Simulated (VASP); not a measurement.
Set up this calculation in VASP 6.6.1, as the native input.

* Task: single point
* Functional: PBE
* Potentials or basis: VASP PAW PBE potentials, release 64 (Ge_d, N)
* Cutoff: 520 eV
* k mesh: 7 × 7 × 1
* Occupations: gaussian, width 0.1 eV
* Spin: no spin polarisation
* Dipole correction: yes
* Further INCAR settings: ALGO = Normal; EDIFF = 1e-07; NBANDS = 38

The structure of Ge4N lies in POSCAR:

```
Ge4N
1.0
    4.0740542166      0.0000000000      0.0000000000
    0.0000000000      4.0740542166      0.0000000000
    0.0000000000      0.0000000000     19.8557568530
Ge N
4 1
Direct
    0.0000000000      0.5000000000      0.2014529101
    0.0000000000      0.0000000000      0.2739958855
    0.5000000000      0.0000000000      0.3493666166
    0.5000000000      0.5000000000      0.4208228835
    0.8750000000      0.6250000000      0.4522634630
```

These files were run (other wordings do the same):

INCAR

```
SYSTEM = Ge4N
PREC = Accurate ; ENCUT = 520
EDIFF = 1E-7 ; ISMEAR = 0
SIGMA = 0.1 ; LREAL = .FALSE.
LASPH = .TRUE. ; NELM = 60
ALGO = Normal ; ISIF = 2
LWAVE = .FALSE. ; LCHARG = .FALSE.
LDIPOL = .TRUE. ; IDIPOL = 3
DIPOL = 0.5 0.5 0.340 ; GGA = PE
NBANDS = 38
```

KPOINTS

```
Automatic mesh
0
G
  7 7 1
  0 0 0
```

Potentials or basis: VASP PAW PBE potentials, release 64 (Ge_d, N).

The run is started by

```sh
$ cat potpaw_PBE.64/Ge_d/POTCAR potpaw_PBE.64/N/POTCAR > POTCAR
$ mpirun -np 1 vasp_std > vasp.out
```

It gave:

The largest force is 0.958 eV/Å and the band gap on the k mesh is zero (an odd number of electrons rules out a gap without spin polarisation).

Wall time 9 min on 1 thread of Intel(R) Xeon(R) Platinum 8259CL CPU @ 2.50GHz (Skylake/Cascade Lake) (shared host), peak memory 0.51 GiB.
